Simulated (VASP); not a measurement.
# Si3Te (P6_3/mmc) in VASP: a series of runs

The runs below take Si3Te through single point, relaxation of cell and atoms, with PBE.

Program: VASP 6.6.1. These are calculated values, not measurements. Logs are shortened: lines on timing, memory, paths and dates and some standing lists are left out, and cuts for length are marked.

## (1) The cell of the first run

It takes space group P6_3/mmc (No. 194, hexagonal). Conventional cell: a = 6.433 Å, b = 6.433 Å, c = 4.316 Å, α = 90.00°, β = 90.00°, γ = 120.00°. Within 3.4 Å of Si (site symmetry mm2) lie 6 Si at 2.59 to 2.63 Å and 4 Te at 3.09 to 3.24 Å. Within 4.1 Å of Te (site symmetry -6m2) lie 12 Si at 3.09 to 3.24 Å.

The cell was generated, and may not be a known phase.

## (2) Single point, PBE

Contents of INCAR:

```
PREC = Accurate
ENCUT = 520
EDIFF = 1E-7
ISMEAR = 0
SIGMA = 0.1
LREAL = False
LASPH = True
NELM = 100
ALGO = Normal
ISIF = 2
LWAVE = False
LCHARG = False
GGA = PE
NBANDS = 28
```

Contents of KPOINTS:

```
Automatic mesh
0
Gamma
  3 3 4
```

Contents of POSCAR:

```
Si3Te
1.0
    6.4326764072      0.0000000000      0.0000000000
   -3.2163382036      5.5708611830      0.0000000000
    0.0000000000      0.0000000000      4.3156536357
Si Te
6 2
Direct
    0.8656189710      0.7312379421      0.2500000000
    0.1343810290      0.8656189710      0.7500000000
    0.2687620579      0.1343810290      0.2500000000
    0.1343810290      0.2687620579      0.7500000000
    0.8656189710      0.1343810290      0.2500000000
    0.7312379421      0.8656189710      0.7500000000
    0.3333333333      0.6666666667      0.2500000000
    0.6666666667      0.3333333333      0.7500000000
```

Potentials or basis: VASP PAW PBE potentials, release 64 (Si, Te).

Run with:

```console
cat potpaw_PBE.64/Si/POTCAR potpaw_PBE.64/Te/POTCAR > POTCAR
mpirun -np 1 vasp_std > vasp.out
```

OUTCAR:

```text
PREC = Accurate
   ENCUT = 520
   EDIFF = 1E-7
   ISMEAR = 0
   LREAL = False
   LASPH = True
   NELM = 100
   ISIF = 2
   GGA = PE

 ion  position               nearest neighbor table
   1  0.866  0.731  0.250-   3 2.59   5 2.59   6 2.63   6 2.63   2 2.63   2 2.63   8 3.09   8 3.09
                             7 3.24   7 3.24
   2  0.134  0.866  0.750-   6 2.59   4 2.59   1 2.63   1 2.63   3 2.63   3 2.63   7 3.09   7 3.09
                             8 3.24   8 3.24
   3  0.269  0.134  0.250-   5 2.59   1 2.59   4 2.63   4 2.63   2 2.63   2 2.63   8 3.09   8 3.09
                             7 3.24   7 3.24
   4  0.134  0.269  0.750-   2 2.59   6 2.59   3 2.63   3 2.63   5 2.63   5 2.63   7 3.09   7 3.09
                             8 3.24   8 3.24
   5  0.866  0.134  0.250-   3 2.59   1 2.59   4 2.63   4 2.63   6 2.63   6 2.63   8 3.09   8 3.09
                             7 3.24   7 3.24
   6  0.731  0.866  0.750-   2 2.59   4 2.59   1 2.63   1 2.63   5 2.63   5 2.63   7 3.09   7 3.09
                             8 3.24   8 3.24
   7  0.333  0.667  0.250-   2 3.09   2 3.09   6 3.09   6 3.09   4 3.09   4 3.09   1 3.24   1 3.24
                             3 3.24   5 3.24   5 3.24   3 3.24
   8  0.667  0.333  0.750-   5 3.09   5 3.09   3 3.09   3 3.09   1 3.09   1 3.09   4 3.24   4 3.24
                             6 3.24   2 3.24   2 3.24   6 3.24

  LATTYP: Found a hexagonal cell.
 ALAT       =     6.4326764072
 C/A-ratio  =     0.6708954971

  Lattice vectors:

 A1 = (   6.4326764072,   0.0000000000,   0.0000000000)
 A2 = (  -3.2163382036,   5.5708611830,   0.0000000000)
 A3 = (   0.0000000000,   0.0000000000,   4.3156536357)

Analysis of symmetry for initial positions (statically):
=====================================================================
 Subroutine PRICEL returns:
 Original cell was already a primitive cell.

 Routine SETGRP: Setting up the symmetry group for a
 hexagonal supercell.

 Subroutine GETGRP returns: Found 24 space group operations
 (whereof 12 operations were pure point group operations)
 out of a pool of 24 trial point group operations.

The static configuration has the point symmetry D_3d.
 The point group associated with its full space group is D_6h.

Analysis of symmetry for dynamics (positions and initial velocities):
=====================================================================
 Subroutine PRICEL returns:
 Original cell was already a primitive cell.

 Routine SETGRP: Setting up the symmetry group for a
 hexagonal supercell.

 Subroutine GETGRP returns: Found 24 space group operations
 (whereof 12 operations were pure point group operations)
 out of a pool of 24 trial point group operations.

The dynamic configuration has the point symmetry D_3d.
 The point group associated with its full space group is D_6h.

 Subroutine INISYM returns: Found 24 space group operations
 (whereof 12 operations are pure point group operations),
 and found     1 'primitive' translations

----------------------------------------------------------------------------------------

                                     Primitive cell

  volume of cell :     154.6538

  direct lattice vectors                    reciprocal lattice vectors
     6.432676407  0.000000000  0.000000000     0.155456289  0.089752730  0.000000000
    -3.216338204  5.570861183  0.000000000     0.000000000  0.179505460  0.000000000
     0.000000000  0.000000000  4.315653636     0.000000000  0.000000000  0.231714610

  length of vectors
     6.432676407  6.432676407  4.315653636     0.179505460  0.179505460  0.231714610

  position of ions in fractional coordinates (direct lattice)
     0.865618971  0.731237942  0.250000000
     0.134381029  0.865618971  0.750000000
     0.268762058  0.134381029  0.250000000
     0.134381029  0.268762058  0.750000000
     0.865618971  0.134381029  0.250000000
     0.731237942  0.865618971  0.750000000
     0.333333333  0.666666667  0.250000000
     0.666666667  0.333333333  0.750000000

  ion indices of the primitive-cell ions
   primitive index   ion index
                 1           1
                 2           2
                 3           3
                 4           4
                 5           5
                 6           6
                 7           7
                 8           8

----------------------------------------------------------------------------------------

 KPOINTS: Automatic mesh

Automatic generation of k-mesh.
 Grid dimensions read from file:
 generate k-points for:    3    3    4

 Generating k-lattice:

  Cartesian coordinates                     Fractional coordinates (reciprocal lattice)
     0.051818763  0.029917577  0.000000000     0.333333333  0.000000000  0.000000000
     0.000000000  0.059835153  0.000000000     0.000000000  0.333333333  0.000000000
     0.000000000  0.000000000  0.057928653     0.000000000  0.000000000  0.250000000

  Length of vectors
     0.059835153  0.059835153  0.057928653

  Shift w.r.t. Gamma in fractional coordinates (k-lattice)
     0.000000000  0.000000000  0.000000000

 Subroutine IBZKPT returns following result:
 ===========================================

 Found      9 irreducible k-points:

 Following reciprocal coordinates:
            Coordinates               Weight
  0.000000  0.000000  0.000000      1.000000
  0.333333  0.000000  0.000000      6.000000
  0.333333  0.333333  0.000000      2.000000
  0.000000  0.000000  0.250000      2.000000
  0.333333  0.000000  0.250000     12.000000
  0.333333  0.333333  0.250000      4.000000
  0.000000  0.000000  0.500000      1.000000
  0.333333  0.000000  0.500000      6.000000
  0.333333  0.333333  0.500000      2.000000
   k-points           NKPTS =      9   k-points in BZ     NKDIM =      9   number of bands    NBANDS=     28
   number of dos      NEDOS =    301   number of ions     NIONS =      8
   total plane-waves  NPLWV =  73728
   dimension x,y,z NGX =    48 NGY =   48 NGZ =   32
   dimension x,y,z NGXF=    96 NGYF=   96 NGZF=   64
   ions per type =               6   2
   NGX,Y,Z   is equivalent  to a cutoff of  12.41, 12.41, 12.33 a.u.
   NGXF,Y,Z  is equivalent  to a cutoff of  24.81, 24.81, 24.65 a.u.
 SYSTEM =  unknown system
   PREC   = accura    normal or accurate (medium, high low for compatibility)
   ISTART =      0    job   : 0-new  1-cont  2-samecut
   ICHARG =      2    charge: 1-file 2-atom 10-const
   ISPIN  =      1    spin polarized calculation?
   LNONCOLLINEAR =      F non collinear calculations
   LSORBIT =      F    spin-orbit coupling
   LASPH  =      T    aspherical Exc in radial PAW
   ENCUT  =  520.0 eV  38.22 Ry    6.18 a.u.  11.96 11.96  8.02*2*pi/ulx,y,z
   NELM   =    100;   NELMIN=  2; NELMDL= -5     # of ELM steps
   EDIFF  = 0.1E-06   stopping-criterion for ELM
   LREAL  =      F    real-space projection
   EDIFFG = 0.1E-05   stopping-criterion for IOM
   NSW    =      0    number of steps for IOM
   IBRION =     -1    ionic relax: 0-MD 1-quasi-New 2-CG
   NFREE  =      0    steps in history (QN), initial steepest desc. (CG)
   ISIF   =      2    stress and relaxation
   ISYM   =      2    0-nonsym 1-usesym 2-fastsym
   POTIM  = 0.5000    time-step for ionic-motion
   TEBEG  =    0.0;   TEEND  =   0.0 temperature during run
   PSTRESS=    0.0 pullay stress
   NELECT =      36.0000    total number of electrons
   NUPDOWN=      -1.0000    fix difference up-down
   EMIN   =  10.00;   EMAX   =-10.00  energy-range for DOS
   EFERMI =   0.00;   METHOD = LEGACY
   ISMEAR =     0;   SIGMA  =   0.10  broadening in eV -4-tet -1-fermi 0-gaus
   EFERMI_NEDOS =   21; number of points for ismear=-14 and -15
   IALGO  =     38    algorithm
   IMIX   =      4    mixing-type and parameters
     AMIX     =   0.40;   BMIX     =  1.00
     AMIX_MAG =   1.60;   BMIX_MAG =  1.00
  volume/ion in A,a.u.               =      19.33       130.46
  Fermi-wavevector in a.u.,A,eV,Ry     =   1.007060  1.903068 13.798625  1.014170
  Thomas-Fermi vector in A             =   2.139842
   LORBIT       =      0    0 simple, 1 ext, 2 COOP (PROOUT), +10 PAW based schemes
   GGA     = PE    functional components
   LHFCALC =     F    Hartree Fock is set to
   AEXX    =    0.0000 exact exchange contribution
   IVDW    =     0    specifies the selected vdW correction
   LEPSILON=     F    determine dielectric tensor
   LRPA    =     F    only Hartree local field effects (RPA)
 non-spin polarized calculation
 Gauss-broadening in eV      SIGMA  =   0.10
  energy-cutoff  :      520.00
  volume of cell :      154.65
 maximum number of plane-waves:      4194
 NGX is ok and might be reduce to    48
   NGX = 23   NGY = 23   NGZ = 17

 number of electron      36.0000002 magnetization

 Free energy of the ion-electron system (eV)
  ---------------------------------------------------
  ext. energy  EPLUGINS =         0.00000000
  ---------------------------------------------------
  free energy    TOTEN  =       -34.64769025 eV

  energy without entropy =      -34.64017865  energy(sigma->0) =      -34.64393445

 E-fermi :   8.2663     XC(G=0): -10.4206

 val. band max:        8.0413808283   @ k =   0.3333   0.0000   0.2500
 cond. band min:       8.3592101025   @ k =   0.0000   0.0000   0.2500
 fundamental gap:      0.3178292741
 Fermi energy:         8.2663158680

 k-point     1 :       0.0000    0.0000    0.0000
  band No.  band energies     occupation
      1      -5.6087      2.00000
      2      -3.0497      2.00000
      3      -2.3891      2.00000
      4      -0.8668      2.00000
      5      -0.8668      2.00000
      6       1.5101      2.00000
[... 20 lines left out ...]
     27      12.0481      0.00000
     28      12.7914      0.00000

 k-point     2 :       0.3333    0.0000    0.0000
  band No.  band energies     occupation
      1      -5.1502      2.00000
      2      -3.8000      2.00000
      3      -3.1579      2.00000
      4      -1.1567      2.00000
      5       0.2714      2.00000
      6       2.6111      2.00000
[... 209 lines left out ...]
 k-point     9 :       0.3333    0.3333    0.5000
  band No.  band energies     occupation
      1      -3.4230      2.00000
      2      -3.4230      2.00000
      3      -2.5708      2.00000
      4      -2.5708      2.00000
      5      -0.1629      2.00000
      6      -0.1629      2.00000
[... 20 lines left out ...]
     27      13.7336      0.00000
     28      13.7336      0.00000

------------------------ aborting loop because EDIFF is reached ----------------------------------------

  FORCE on cell =-STRESS in cart. coord.  units (eV):
  Direction    XX          YY          ZZ          XY          YZ          ZX
  --------------------------------------------------------------------------------------
  -------------------------------------------------------------------------------------
  Total        0.0585377      0.0585377     -0.0388947      0.0000000      0.0000000      0.0000000
  in kB        0.6064372      0.6064372     -0.4029404      0.0000000      0.0000000      0.0000000
  external PRESSURE =       0.2699780 kB  Pullay stress =       0.0000000 kB

 VOLUME and BASIS-vectors are now :
 -----------------------------------------------------------------------------
  energy-cutoff  :      520.00
  volume of cell :      154.65
      direct lattice vectors                 reciprocal lattice vectors
     6.432676407  0.000000000  0.000000000     0.155456289  0.089752730  0.000000000
    -3.216338204  5.570861183  0.000000000     0.000000000  0.179505460  0.000000000
     0.000000000  0.000000000  4.315653636     0.000000000  0.000000000  0.231714610

 POSITION                                       TOTAL-FORCE (eV/Angst)
 -----------------------------------------------------------------------------------
      3.21634      4.07363      1.07891         0.000000      0.003659     -0.000000
     -1.91969      4.82224      3.23674        -0.003169      0.001829     -0.000000
      1.29664      0.74862      1.07891        -0.003169     -0.001829      0.000000
      0.00000      1.49724      3.23674         0.000000     -0.003659      0.000000
      5.13603      0.74862      1.07891         0.003169     -0.001829     -0.000000
      1.91969      4.82224      3.23674         0.003169      0.001829      0.000000
     -0.00000      3.71391      1.07891         0.000000      0.000000      0.000000
      3.21634      1.85695      3.23674         0.000000      0.000000      0.000000
 -----------------------------------------------------------------------------------
    total drift:                               -0.000000      0.000000      0.000000

  FREE ENERGIE OF THE ION-ELECTRON SYSTEM (eV)
  ---------------------------------------------------
  free  energy   TOTEN  =       -34.6476902495 eV

  energy  without entropy=      -34.6401786543  energy(sigma->0) =      -34.64393445
```

It took 74 s on 1 thread of Intel Xeon 8259CL, shared host; peak memory 0.22 GiB.

What came out:

- Free energy: -34.6477 eV
- Pressure: 0.0 GPa
- Largest force: 0.004 eV/Å
- Band gap on the k mesh: zero (bands 18 and 19 overlap by 2.03 eV)

Forces in eV/Å, atoms in the order of the input:
```
Si   0.000  0.004  0.000
Si  -0.003  0.002  0.000
Si  -0.003 -0.002  0.000
Si   0.000 -0.004  0.000
Si   0.003 -0.002  0.000
Si   0.003  0.002  0.000
Te   0.000  0.000  0.000
Te   0.000  0.000  0.000
```

Caveat: the k points lie up to 0.38 Å⁻¹ apart, too coarse for converged energies and pressures of a metal; spin-orbit coupling is left out, which moves the levels of the heavy elements.

## (3) Single point, PBE

This run uses another cell than the first one, of 21.62 Å³/atom.

Contents of INCAR:

```
PREC = Accurate
ENCUT = 520
EDIFF = 1E-6
ISMEAR = 0
SIGMA = 0.1
LREAL = False
LASPH = True
NELM = 100
ALGO = Normal
ISIF = 2
LWAVE = False
LCHARG = True
GGA = PE
LELF = True
LVHAR = True
NBANDS = 28
```

Contents of KPOINTS:

```
regular mesh
0
Gamma
  3 3 4
```

Contents of POSCAR:

```
Si3Te
1.0
    6.2773681600      0.0000000000      0.0000000000
   -3.1386840800      5.4363602900      0.0000000000
    0.0000000000      0.0000000000      5.0671538900
Si Te
6 2
Direct
    0.8329999900      0.6659999800      0.2500000000
    0.1670000100      0.8329999900      0.7500000000
    0.3340000200      0.1670000100      0.2500000000
    0.1670000100      0.3340000200      0.7500000000
    0.8329999900      0.1670000100      0.2500000000
    0.6659999800      0.8329999900      0.7500000000
    0.3333333300      0.6666666700      0.2500000000
    0.6666666700      0.3333333300      0.7500000000
```

Potentials or basis: VASP PAW PBE potentials, release 64 (Si, Te).

Run with:

```console
cat potpaw_PBE.64/Si/POTCAR potpaw_PBE.64/Te/POTCAR > POTCAR
mpirun -np 1 vasp_std > vasp.out
```

Run time: 76 s. Hardware: 1 thread of Intel Xeon 8259CL, shared host; peak memory 0.26 GiB.

The run converged. Its results:

```yaml
Free_energy: -32.1170 eV
Pressure: -6.3 GPa
Largest_force: 0.243 eV/Å
Band_gap_on_the_k_mesh: zero (bands 18 and 19 overlap by 2.57 eV)
```

Forces in eV/Å, atoms in the order of the input:
```
Si   0.000  0.243  0.000
Si  -0.211  0.122  0.000
Si  -0.211 -0.122  0.000
Si   0.000 -0.243  0.000
Si   0.211 -0.122  0.000
Si   0.211  0.122  0.000
Te   0.000  0.000  0.000
Te   0.000  0.000  0.000
```

Stress tensor (GPa, compression positive):
```
 -2.83   0.00   0.00
  0.00  -2.83   0.00
  0.00   0.00 -13.19
```

Levels at points of the mesh, in eV from the Fermi level:
```
           k point  band 15  band 16  band 17  band 18  band 19  band 20  band 21  band 22
(0.00, 0.00, 0.00)    -2.54    -1.55    -1.06    -1.06    -0.04     0.56     0.56     1.27
(0.00, 0.00, 0.50)     0.23     0.23     2.35     2.35     2.35     2.35     2.50     2.50
```

Caveat: the k points lie up to 0.39 Å⁻¹ apart, too coarse for converged energies and pressures of a metal; spin-orbit coupling is left out, which moves the levels of the heavy elements.

[end of part 1 of 2]

The gap in the log of VASP goes by the Fermi energy; the results here count the filled bands.